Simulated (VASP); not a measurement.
# Al (I4/mmm) in VASP: notebook

Al is run at these levels: PBE; tasks: single point.

All numbers are computed with VASP 6.6.1; they aren't measurements. Logs are shortened: lines on timing, memory, paths and dates and some standing lists are left out, and cuts for length are marked.

### 1 The cell of the first run

The structure is tetragonal, space group I4/mmm (No. 139). Conventional cell: a = 2.858 Å, b = 2.858 Å, c = 4.102 Å, α = 90.00°, β = 90.00°, γ = 90.00°. Al (site symmetry 4/mmm) has 12 Al at 2.86 to 2.88 Å within 3.8 Å.

### 2 Single point, PBE (strain along c alone, the other axes held: +1.5 %)

The input, INCAR:

```
PREC = Accurate
ENCUT = 520
EDIFF = 1E-6
ISMEAR = 0
SIGMA = 0.1
LREAL = False
LASPH = True
NELM = 80
ALGO = Normal
ISIF = 2
LWAVE = False
LCHARG = False
GGA = PE
NBANDS = 10
```

The input, KPOINTS:

```
regular mesh
0
Gamma
  18 18 14
```

The input, POSCAR:

```
Al
1.0
    2.0208104607      2.0208104607      0.0000000000
   -2.0208104607      2.0208104607      0.0000000000
    0.0000000000      0.0000000000      4.1022452352
Al
2
Direct
    0.0000000000      0.0000000000      0.0000000000
    0.5000000000      0.5000000000      0.5000000000
```

Potentials or basis: VASP PAW PBE potentials, release 64 (Al).

Command:

```
> cat potpaw_PBE.64/Al/POTCAR > POTCAR
> mpirun -np 1 vasp_std > vasp.out
```

OUTCAR:

```text
PREC = Accurate
   ENCUT = 520
   EDIFF = 1E-6
   ISMEAR = 0
   LREAL = False
   LASPH = True
   NELM = 80
   ISIF = 2
   GGA = PE

 ion  position               nearest neighbor table
   1  0.000  0.000  0.000-   2 2.88   2 2.88   2 2.88   2 2.88   2 2.88   2 2.88   2 2.88   2 2.88

   2  0.500  0.500  0.500-   1 2.88   1 2.88   1 2.88   1 2.88   1 2.88   1 2.88   1 2.88   1 2.88

  LATTYP: Found a simple tetragonal cell.
 ALAT       =     2.8578575605
 C/A-ratio  =     1.4354267658

  Lattice vectors:

 A1 = (   2.0208104607,   2.0208104607,   0.0000000000)
 A2 = (  -2.0208104607,   2.0208104607,   0.0000000000)
 A3 = (   0.0000000000,   0.0000000000,   4.1022452352)

Analysis of symmetry for initial positions (statically):
=====================================================================
 Subroutine PRICEL returns following result:

  LATTYP: Found a body centered tetragonal cell.
 ALAT       =     2.8578575605
 C/A-ratio  =     1.4354267658

  Lattice vectors:

 A1 = (   2.0208104607,   0.0000000000,  -2.0511226176)
 A2 = (  -2.0208104607,   0.0000000000,  -2.0511226176)
 A3 = (   0.0000000000,   2.0208104607,   2.0511226176)

   2 primitive cells build up your supercell.

 Routine SETGRP: Setting up the symmetry group for a
 simple tetragonal supercell.

 Subroutine GETGRP returns: Found 16 space group operations
 (whereof 16 operations were pure point group operations)
 out of a pool of 16 trial point group operations.

The static configuration has the point symmetry D_4h.

Analysis of symmetry for dynamics (positions and initial velocities):
=====================================================================
 Subroutine PRICEL returns following result:

  LATTYP: Found a body centered tetragonal cell.
 ALAT       =     2.8578575605
 C/A-ratio  =     1.4354267658

  Lattice vectors:

 A1 = (   2.0208104607,   0.0000000000,  -2.0511226176)
 A2 = (  -2.0208104607,   0.0000000000,  -2.0511226176)
 A3 = (   0.0000000000,   2.0208104607,   2.0511226176)

   2 primitive cells build up your supercell.

 Routine SETGRP: Setting up the symmetry group for a
 simple tetragonal supercell.

 Subroutine GETGRP returns: Found 16 space group operations
 (whereof 16 operations were pure point group operations)
 out of a pool of 16 trial point group operations.

The dynamic configuration has the point symmetry D_4h.

 Subroutine INISYM returns: Found 16 space group operations
 (whereof 16 operations are pure point group operations),
 and found     2 'primitive' translations

----------------------------------------------------------------------------------------

                                     Primitive cell

  volume of cell :      16.7522

  direct lattice vectors                    reciprocal lattice vectors
     2.020810461  0.000000000 -2.051122618     0.247425481  0.247425481 -0.243768947
    -2.020810461  0.000000000 -2.051122618    -0.247425481  0.247425481 -0.243768947
     0.000000000  2.020810461  2.051122618     0.000000000  0.494850962  0.000000000

  length of vectors
     2.879371270  2.879371270  2.879371270     0.426452854  0.426452854  0.494850962

  position of ions in fractional coordinates (direct lattice)
     0.000000000  0.000000000  0.000000000

  ion indices of the primitive-cell ions
   primitive index   ion index
                 1           1

----------------------------------------------------------------------------------------

 KPOINTS: regular mesh

Automatic generation of k-mesh.
 Grid dimensions read from file:
 generate k-points for:   18   18   14

 Generating k-lattice:

  Cartesian coordinates                     Fractional coordinates (reciprocal lattice)
     0.013745860  0.013745860  0.000000000     0.055555556  0.000000000  0.000000000
    -0.013745860  0.013745860  0.000000000     0.000000000  0.055555556  0.000000000
     0.000000000  0.000000000  0.017412068     0.000000000  0.000000000  0.071428571

  Length of vectors
     0.019439582  0.019439582  0.017412068

  Shift w.r.t. Gamma in fractional coordinates (k-lattice)
     0.000000000  0.000000000  0.000000000

 Subroutine IBZKPT returns following result:
 ===========================================

 Found    440 irreducible k-points:

 Following reciprocal coordinates:
            Coordinates               Weight
  0.000000  0.000000  0.000000      1.000000
  0.055556  0.000000  0.000000      4.000000
  0.111111  0.000000  0.000000      4.000000
  0.166667  0.000000  0.000000      4.000000
  0.222222  0.000000  0.000000      4.000000
  0.277778  0.000000  0.000000      4.000000
[... 16 lines left out ...]
  0.277778  0.111111  0.000000      8.000000
  0.333333  0.111111  0.000000      8.000000
 [... further k-points ...]
   k-points           NKPTS =    440   k-points in BZ     NKDIM =    440   number of bands    NBANDS=     10
   number of dos      NEDOS =    301   number of ions     NIONS =      2
   total plane-waves  NPLWV =  18432
   dimension x,y,z NGX =    24 NGY =   24 NGZ =   32
   dimension x,y,z NGXF=    48 NGYF=   48 NGZF=   64
   ions per type =               2
   NGX,Y,Z   is equivalent  to a cutoff of  13.96, 13.96, 12.97 a.u.
   NGXF,Y,Z  is equivalent  to a cutoff of  27.92, 27.92, 25.94 a.u.
 SYSTEM =  unknown system
   PREC   = accura    normal or accurate (medium, high low for compatibility)
   ISTART =      0    job   : 0-new  1-cont  2-samecut
   ICHARG =      2    charge: 1-file 2-atom 10-const
   ISPIN  =      1    spin polarized calculation?
   LNONCOLLINEAR =      F non collinear calculations
   LSORBIT =      F    spin-orbit coupling
   LASPH  =      T    aspherical Exc in radial PAW
   ENCUT  =  520.0 eV  38.22 Ry    6.18 a.u.   5.31  5.31  7.63*2*pi/ulx,y,z
   NELM   =     80;   NELMIN=  2; NELMDL= -5     # of ELM steps
   EDIFF  = 0.1E-05   stopping-criterion for ELM
   LREAL  =      F    real-space projection
   EDIFFG = 0.1E-04   stopping-criterion for IOM
   NSW    =      0    number of steps for IOM
   IBRION =     -1    ionic relax: 0-MD 1-quasi-New 2-CG
   NFREE  =      0    steps in history (QN), initial steepest desc. (CG)
   ISIF   =      2    stress and relaxation
   ISYM   =      2    0-nonsym 1-usesym 2-fastsym
   POTIM  = 0.5000    time-step for ionic-motion
   TEBEG  =    0.0;   TEEND  =   0.0 temperature during run
   PSTRESS=    0.0 pullay stress
   NELECT =       6.0000    total number of electrons
   NUPDOWN=      -1.0000    fix difference up-down
   EMIN   =  10.00;   EMAX   =-10.00  energy-range for DOS
   EFERMI =   0.00;   METHOD = LEGACY
   ISMEAR =     0;   SIGMA  =   0.10  broadening in eV -4-tet -1-fermi 0-gaus
   EFERMI_NEDOS =   21; number of points for ismear=-14 and -15
   IALGO  =     38    algorithm
   IMIX   =      4    mixing-type and parameters
     AMIX     =   0.40;   BMIX     =  1.00
     AMIX_MAG =   1.60;   BMIX_MAG =  1.00
  volume/ion in A,a.u.               =      16.75       113.05
  Fermi-wavevector in a.u.,A,eV,Ry     =   0.922765  1.743772 11.585289  0.851495
  Thomas-Fermi vector in A             =   2.048327
   LORBIT       =      0    0 simple, 1 ext, 2 COOP (PROOUT), +10 PAW based schemes
   GGA     = PE    functional components
   LHFCALC =     F    Hartree Fock is set to
   AEXX    =    0.0000 exact exchange contribution
   IVDW    =     0    specifies the selected vdW correction
   LEPSILON=     F    determine dielectric tensor
   LRPA    =     F    only Hartree local field effects (RPA)
 non-spin polarized calculation
 Gauss-broadening in eV      SIGMA  =   0.10
  energy-cutoff  :      520.00
  volume of cell :       33.50
 maximum number of plane-waves:       920
 NGX is ok and might be reduce to    24
   NGX = 11   NGY = 11   NGZ = 15

 number of electron       6.0000000 magnetization

 Free energy of the ion-electron system (eV)
  ---------------------------------------------------
  ext. energy  EPLUGINS =         0.00000000
  ---------------------------------------------------
  free energy    TOTEN  =        -7.49060174 eV

  energy without entropy =       -7.48634583  energy(sigma->0) =       -7.48847378

 E-fermi :   7.8496     XC(G=0): -10.1419

 val. band max:        7.8490638965   @ k =   0.4444   0.2778   0.2857
 cond. band min:       7.8551675415   @ k =   0.4444   0.4444   0.0714
 fundamental gap:      0.0061036449
 Fermi energy:         7.8495889103

 k-point     1 :       0.0000    0.0000    0.0000
  band No.  band energies     occupation
      1      -3.1873      2.00000
      2       4.8169      2.00000
      3       6.0415      2.00000
      4      13.2101      0.00000
      5      13.5482      0.00000
      6      13.5482      0.00000
      7      16.9555      0.00000
      8      20.2731      0.00000
      9      20.4347      0.00000
     10      20.4347      0.00000

 k-point     2 :       0.0556    0.0000    0.0000
  band No.  band energies     occupation
      1      -3.1313      2.00000
      2       4.8683      2.00000
      3       6.0959      2.00000
      4      11.9414      0.00000
      5      13.5961      0.00000
      6      14.4268      0.00000
      7      17.4842      0.00000
      8      19.4462      0.00000
      9      19.6005      0.00000
     10      20.4891      0.00000

 k-point     3 :       0.1111    0.0000    0.0000
  band No.  band energies     occupation
      1      -2.9637      2.00000
      2       5.0224      2.00000
      3       6.2581      2.00000
      4      10.4040      0.00000
      5      13.7399      0.00000
      6      15.0050      0.00000
      7      17.9215      0.00000
      8      18.4466      0.00000
      9      18.8574      0.00000
     10      20.6520      0.00000
[... 248 lines left out ...]
 k-point    23 :       0.2778    0.1111    0.0000
  band No.  band energies     occupation
      1      -1.5739      2.00000
      2       6.1339      2.00000
      3       6.3083      2.00000
      4       7.6612      1.99227
      5      12.0344      0.00000
      6      13.7397      0.00000
      7      14.8273      0.00000
      8      19.1712      0.00000
      9      19.2413      0.00000
     10      19.4435      0.00000

 k-point    24 :       0.3333    0.1111    0.0000
  band No.  band energies     occupation
      1      -0.9667      2.00000
      2       4.8477      2.00000
      3       6.8750      2.00000
      4       8.2336      0.00000
      5      12.4518      0.00000
      6      12.5801      0.00000
      7      13.6841      0.00000
      8      17.9612      0.00000
      9      19.8127      0.00000
     10      20.0256      0.00000

 [... further k-points ...]
[... 5 lines left out ...]
  --------------------------------------------------------------------------------------
  -------------------------------------------------------------------------------------
  Total       -0.1984551     -0.1984551     -0.3892519      0.0000000      0.0000000     -0.0000000
  in kB       -9.4900835     -9.4900835    -18.6139501      0.0000000      0.0000000     -0.0000000
  external PRESSURE =     -12.5313724 kB  Pullay stress =       0.0000000 kB

 VOLUME and BASIS-vectors are now :
 -----------------------------------------------------------------------------
  energy-cutoff  :      520.00
  volume of cell :       33.50
      direct lattice vectors                 reciprocal lattice vectors
     2.020810461  2.020810461  0.000000000     0.247425481  0.247425481  0.000000000
    -2.020810461  2.020810461  0.000000000    -0.247425481  0.247425481  0.000000000
     0.000000000  0.000000000  4.102245235     0.000000000  0.000000000  0.243768947

 POSITION                                       TOTAL-FORCE (eV/Angst)
 -----------------------------------------------------------------------------------
      0.00000      0.00000      0.00000        -0.000000     -0.000000      0.000000
      0.00000      2.02081      2.05112         0.000000      0.000000     -0.000000
 -----------------------------------------------------------------------------------
    total drift:                               -0.000000      0.000000     -0.000000

  FREE ENERGIE OF THE ION-ELECTRON SYSTEM (eV)
  ---------------------------------------------------
  free  energy   TOTEN  =        -7.4906017390 eV

  energy  without entropy=       -7.4863458255  energy(sigma->0) =       -7.48847378
```

It took 67 s on 1 thread of Intel Xeon 8259CL, shared host; peak memory 0.24 GiB.

What came out:

| Quantity | Value |
| --- | --- |
| Free energy | -7.4906 eV |
| Pressure | -1.3 GPa |
| Band gap on the k mesh | zero (bands 3 and 4 overlap by 11.87 eV) |

Caveat: the cell differs from its parent crystal (strain along c alone, the other axes held: +1.5 %).

### 3 Single point, PBE (strain along c alone, the other axes held: +3.0 %)

The input, INCAR:

```
SYSTEM = Al
  ALGO = Normal
  EDIFF = 1E-6
  ENCUT = 520
  GGA = PE
  ISIF = 2
  ISMEAR = 0
  LASPH = .True.
  LCHARG = .False.
  LREAL = .False.
  LWAVE = .False.
  NBANDS = 10
  NELM = 60
  PREC = Accurate
  SIGMA = 0.1
```

The input, KPOINTS:

```
k-points
0
Gamma
  18 18 14
  0 0 0
```

POSCAR, as its differences from that of step 2:

```diff
@@ -4,3 +4,3 @@
    -2.0208104607      2.0208104607      0.0000000000
-    0.0000000000      0.0000000000      4.1022452352
+    0.0000000000      0.0000000000      4.1628695490
 Al
```

Potentials or basis: VASP PAW PBE potentials, release 64 (Al).

Command:

```
> cat potpaw_PBE.64/Al/POTCAR > POTCAR
> mpirun -np 1 vasp_std > vasp.out
```

OUTCAR:

```text
SYSTEM = Al
   EDIFF = 1E-6
   ENCUT = 520
   GGA = PE
   ISIF = 2
   ISMEAR = 0
   LASPH = .True.
   LREAL = .False.
   NELM = 60
   PREC = Accurate

 ion  position               nearest neighbor table
   1  0.000  0.000  0.000-   2 2.90   2 2.90   2 2.90   2 2.90   2 2.90   2 2.90   2 2.90   2 2.90

   2  0.500  0.500  0.500-   1 2.90   1 2.90   1 2.90   1 2.90   1 2.90   1 2.90   1 2.90   1 2.90

  LATTYP: Found a simple tetragonal cell.
 ALAT       =     2.8578575605
 C/A-ratio  =     1.4566399692

  Lattice vectors:

 A1 = (   2.0208104607,   2.0208104607,   0.0000000000)
[... 513 lines left out ...]
      8      17.9053      0.00000
      9      19.6053      0.00000
     10      19.9626      0.00000

 [... further k-points ...]
[... 5 lines left out ...]
  --------------------------------------------------------------------------------------
  -------------------------------------------------------------------------------------
  Total       -0.3387237     -0.3387237     -0.7305283      0.0000000      0.0000000      0.0000000
  in kB      -15.9618130    -15.9618130    -34.4249769      0.0000000      0.0000000      0.0000000
  external PRESSURE =     -22.1162010 kB  Pullay stress =       0.0000000 kB

 VOLUME and BASIS-vectors are now :
 -----------------------------------------------------------------------------
  energy-cutoff  :      520.00
  volume of cell :       34.00
      direct lattice vectors                 reciprocal lattice vectors
     2.020810461  2.020810461  0.000000000     0.247425481  0.247425481  0.000000000
    -2.020810461  2.020810461  0.000000000    -0.247425481  0.247425481  0.000000000
     0.000000000  0.000000000  4.162869549     0.000000000  0.000000000  0.240218913

 POSITION                                       TOTAL-FORCE (eV/Angst)
 -----------------------------------------------------------------------------------
      0.00000      0.00000      0.00000         0.000000     -0.000000      0.000000
      0.00000      2.02081      2.08143        -0.000000      0.000000      0.000000
 -----------------------------------------------------------------------------------
    total drift:                               -0.000000      0.000000     -0.000000

  FREE ENERGIE OF THE ION-ELECTRON SYSTEM (eV)
  ---------------------------------------------------
  free  energy   TOTEN  =        -7.4822729738 eV

  energy  without entropy=       -7.4778610885  energy(sigma->0) =       -7.48006703
```

Run time: 68 s. Hardware: 1 thread of Intel Xeon 8259CL, shared host; peak memory 0.23 GiB.

Results:

```yaml
Free_energy: -7.4823 eV
Pressure: -2.2 GPa
Band_gap_on_the_k_mesh: zero (bands 3 and 4 overlap by 11.74 eV)
```

Stress tensor (GPa, compression positive):
```
-1.60  0.00  0.00
 0.00 -1.60  0.00
 0.00  0.00 -3.44
```

Caveat: the cell differs from its parent crystal (strain along c alone, the other axes held: +3.0 %).
